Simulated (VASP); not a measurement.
# Ta2N (Pnnm) in VASP: further runs, part 2 of 2

VASP 6.6.1.

## Step 4: Single point, PBE

File INCAR:

```
PREC = Accurate ; ENCUT = 520
EDIFF = 1E-6 ; ISMEAR = 0
SIGMA = 0.1 ; LREAL = F
LASPH = T ; NELM = 60
ALGO = Normal ; ISIF = 2
LWAVE = F ; LCHARG = T
GGA = PE ; LELF = T
LVHAR = T ; NBANDS = 36
```

File KPOINTS:

```
regular mesh
0
Gamma
  8 8 12
```

File POSCAR:

```
Ta2N
1.0
    4.9295628728      0.0000000000      0.0000000000
    0.0000000000      5.4366784206      0.0000000000
    0.0000000000      0.0000000000      3.0105606211
Ta N
4 2
Direct
    0.2385781210      0.3364405701      0.0000000000
    0.7614218790      0.6635594299      0.0000000000
    0.7385781210      0.1635594299      0.5000000000
    0.2614218790      0.8364405701      0.5000000000
    0.0000000000      0.0000000000      0.0000000000
    0.5000000000      0.5000000000      0.5000000000
```

Potentials or basis: VASP PAW PBE potentials, release 64 (Ta_pv, N).

Started as:

```
$ cat potpaw_PBE.64/Ta_pv/POTCAR potpaw_PBE.64/N/POTCAR > POTCAR
$ mpirun -np 1 vasp_std > vasp.out
```

OUTCAR:

```text
PREC = Accurate
   ENCUT = 520
   EDIFF = 1E-6
   ISMEAR = 0
   LREAL = F
   LASPH = T
   NELM = 60
   ISIF = 2
   GGA = PE

 ion  position               nearest neighbor table
   1  0.239  0.336  0.000-   6 2.17   6 2.17   5 2.17   2 2.95   3 3.04   3 3.04   3 3.04   3 3.04
                             4 3.11   4 3.11   4 3.11   4 3.11   2 3.13
   2  0.761  0.664  0.000-   6 2.17   6 2.17   5 2.17   1 2.95   4 3.04   4 3.04   4 3.04   4 3.04
                             3 3.11   3 3.11   3 3.11   3 3.11   1 3.13
   3  0.739  0.164  0.500-   5 2.17   5 2.17   6 2.17   4 2.95   1 3.04   1 3.04   1 3.04   1 3.04
                             2 3.11   2 3.11   2 3.11   2 3.11   4 3.13
   4  0.261  0.836  0.500-   5 2.17   5 2.17   6 2.17   3 2.95   2 3.04   2 3.04   2 3.04   2 3.04
                             1 3.11   1 3.11   1 3.11   1 3.11   3 3.13
   5  0.000  0.000  0.000-   3 2.17   4 2.17   3 2.17   4 2.17   1 2.17   2 2.17
   6  0.500  0.500  0.500-   1 2.17   2 2.17   1 2.17   2 2.17   3 2.17   4 2.17

  LATTYP: Found a simple orthorhombic cell.
 ALAT       =     3.0105606211
 B/A-ratio  =     1.6374235544
 C/A-ratio  =     1.8058691071

  Lattice vectors:

 A1 = (   0.0000000000,   0.0000000000,   3.0105606211)
 A2 = (   4.9295628728,   0.0000000000,   0.0000000000)
 A3 = (   0.0000000000,   5.4366784206,   0.0000000000)

Analysis of symmetry for initial positions (statically):
=====================================================================
 Subroutine PRICEL returns:
 Original cell was already a primitive cell.

 Routine SETGRP: Setting up the symmetry group for a
 simple orthorhombic supercell.

 Subroutine GETGRP returns: Found  8 space group operations
 (whereof  4 operations were pure point group operations)
 out of a pool of  8 trial point group operations.

The static configuration has the point symmetry C_2h.
 The point group associated with its full space group is D_2h.

Analysis of symmetry for dynamics (positions and initial velocities):
=====================================================================
 Subroutine PRICEL returns:
 Original cell was already a primitive cell.

 Routine SETGRP: Setting up the symmetry group for a
 simple orthorhombic supercell.

[... 135 lines left out ...]
  Fermi-wavevector in a.u.,A,eV,Ry     =   1.432000  2.706087 27.900423  2.050623
  Thomas-Fermi vector in A             =   2.551675
   LORBIT       =      0    0 simple, 1 ext, 2 COOP (PROOUT), +10 PAW based schemes
   GGA     = PE    functional components
   LHFCALC =     F    Hartree Fock is set to
   AEXX    =    0.0000 exact exchange contribution
   IVDW    =     0    specifies the selected vdW correction
   LEPSILON=     F    determine dielectric tensor
   LRPA    =     F    only Hartree local field effects (RPA)
 non-spin polarized calculation
 Gauss-broadening in eV      SIGMA  =   0.10
  energy-cutoff  :      520.00
  volume of cell :       80.68
 maximum number of plane-waves:      2204
 NGX is ok and might be reduce to    40
   NGX = 19   NGY = 21   NGZ = 11

 number of electron      54.0000004 magnetization

 Free energy of the ion-electron system (eV)
  ---------------------------------------------------
  ext. energy  EPLUGINS =         0.00000000
  ---------------------------------------------------
  free energy    TOTEN  =       -69.25389218 eV

  energy without entropy =      -69.23998299  energy(sigma->0) =      -69.24693758

 E-fermi :   7.3498     XC(G=0): -12.9158

 val. band max:        7.3450745512   @ k =   0.1250   0.0000   0.3333
 cond. band min:       7.3501494312   @ k =   0.2500   0.3750   0.1667
 fundamental gap:      0.0050748800
 Fermi energy:         7.3497539631

 k-point     1 :       0.0000    0.0000    0.0000
  band No.  band energies     occupation
      1     -28.2759      2.00000
      2     -27.8656      2.00000
      3     -27.8474      2.00000
      4     -27.7688      2.00000
      5     -27.5146      2.00000
      6     -27.4930      2.00000
[... 925 lines left out ...]
     35      10.7269      0.00000
     36      10.7643      0.00000

 [... further k-points ...]
[... 5 lines left out ...]
  --------------------------------------------------------------------------------------
  -------------------------------------------------------------------------------------
  Total        0.1889974      0.2237981      0.2285388      0.0000000      0.0000000      0.0000000
  in kB        3.7529868      4.4440360      4.5381736      0.0000000      0.0000000      0.0000000
  external PRESSURE =       4.2450654 kB  Pullay stress =       0.0000000 kB

 VOLUME and BASIS-vectors are now :
 -----------------------------------------------------------------------------
  energy-cutoff  :      520.00
  volume of cell :       80.68
      direct lattice vectors                 reciprocal lattice vectors
     4.929562873  0.000000000  0.000000000     0.202857743  0.000000000  0.000000000
     0.000000000  5.436678421  0.000000000     0.000000000  0.183935838  0.000000000
     0.000000000  0.000000000  3.010560621     0.000000000  0.000000000  0.332164047

 POSITION                                       TOTAL-FORCE (eV/Angst)
 -----------------------------------------------------------------------------------
      1.17609      1.82912      0.00000        -0.014364      0.002071      0.000000
      3.75348      3.60756      0.00000         0.014364     -0.002071      0.000000
      3.64087      0.88922      1.50528        -0.014364     -0.002071      0.000000
      1.28870      4.54746      1.50528         0.014364      0.002071      0.000000
      0.00000      0.00000      0.00000         0.000000      0.000000      0.000000
      2.46478      2.71834      1.50528         0.000000      0.000000      0.000000
 -----------------------------------------------------------------------------------
    total drift:                                0.000000      0.000000     -0.000000

  FREE ENERGIE OF THE ION-ELECTRON SYSTEM (eV)
  ---------------------------------------------------
  free  energy   TOTEN  =       -69.2538921782 eV

  energy  without entropy=      -69.2399829908  energy(sigma->0) =      -69.24693758
```

Wall time 15 min (1 thread of AMD EPYC 7R13, shared host); peak memory 0.44 GiB.

What came out:

```yaml
Free_energy: -69.2539 eV
Pressure: 0.4 GPa
Largest_force: 0.015 eV/Å
Band_gap_on_the_k_mesh: zero (band 27 reaches 9.12 eV, above the bottom of band 28 at 6.22 eV)
```

Forces in eV/Å, atoms in the order of the input:
```
Ta  -0.014  0.002  0.000
Ta   0.014 -0.002  0.000
Ta  -0.014 -0.002  0.000
Ta   0.014  0.002  0.000
N    0.000  0.000  0.000
N    0.000  0.000  0.000
```

Levels at points of the mesh, in eV from the Fermi level:
| k point | band 23 | band 24 | band 25 | band 26 | band 27 | band 28 | band 29 | band 30 | band 31 | band 32 |
| --- | --- | --- | --- | --- | --- | --- | --- | --- | --- | --- |
| (0.00, 0.00, 0.00) | -1.26 | -1.00 | -0.65 | -0.56 | -0.27 | -0.10 | 0.32 | 0.53 | 0.63 | 0.86 |
| (0.50, 0.00, 0.00) | -2.48 | -2.48 | -1.15 | -1.15 | 0.35 | 0.35 | 0.45 | 0.45 | 2.51 | 2.51 |
| (0.00, 0.50, 0.00) | -2.62 | -2.62 | -1.27 | -1.27 | 0.92 | 0.92 | 0.98 | 0.98 | 1.74 | 1.74 |
| (0.50, 0.50, 0.00) | -2.95 | -2.95 | -1.64 | -1.64 | -0.24 | -0.24 | 0.80 | 0.80 | 2.38 | 2.38 |
| (0.00, 0.00, 0.50) | -3.01 | -3.01 | -2.05 | -2.05 | 1.27 | 1.27 | 2.33 | 2.33 | 2.88 | 2.88 |
| (0.50, 0.00, 0.50) | -2.27 | -2.27 | -2.21 | -2.21 | -0.83 | -0.83 | 0.36 | 0.36 | 3.32 | 3.32 |
| (0.00, 0.50, 0.50) | -2.64 | -2.64 | -2.19 | -2.19 | 1.77 | 1.77 | 3.34 | 3.34 | 3.95 | 3.95 |
| (0.50, 0.50, 0.50) | -2.75 | -2.75 | -1.00 | -1.00 | 0.24 | 0.24 | 1.52 | 1.52 | 3.51 | 3.51 |

Caveat: spin-orbit coupling is left out, which moves the levels of the heavy elements.

## Step 5: The runs side by side

| task | cell | k mesh | cutoff (eV) | gap on the mesh (eV) | pressure (GPa) | largest force (eV/Å) |
| --- | --- | --- | --- | --- | --- | --- |
| single point | a = 4.972, b = 5.429, c = 2.989 Å, 6 atoms | 4 × 4 × 6 | 520 | none | 0.3 | 0.01 |
| relaxation of cell and atoms | relaxed from a = 4.349, b = 5.308, c = 3.314 Å, 6 atoms | 4 × 4 × 6 | 600 | none | -0.1 | 0.02 |
| single point | a = 4.930, b = 5.437, c = 3.011 Å, 6 atoms | 8 × 8 × 12 | 520 | none | 0.4 | 0.01 |

Alike in all rows: level PBE; potentials or basis VASP PAW PBE potentials, release 64 (Ta_pv, N); no spin polarisation; smearing gaussian 0.1 eV.

Caveats: some runs use coarse meshes; spin-orbit coupling is left out, which moves the levels of the heavy elements.

Total energies depend on the potentials used, so only differences within one code and one set of settings carry meaning.
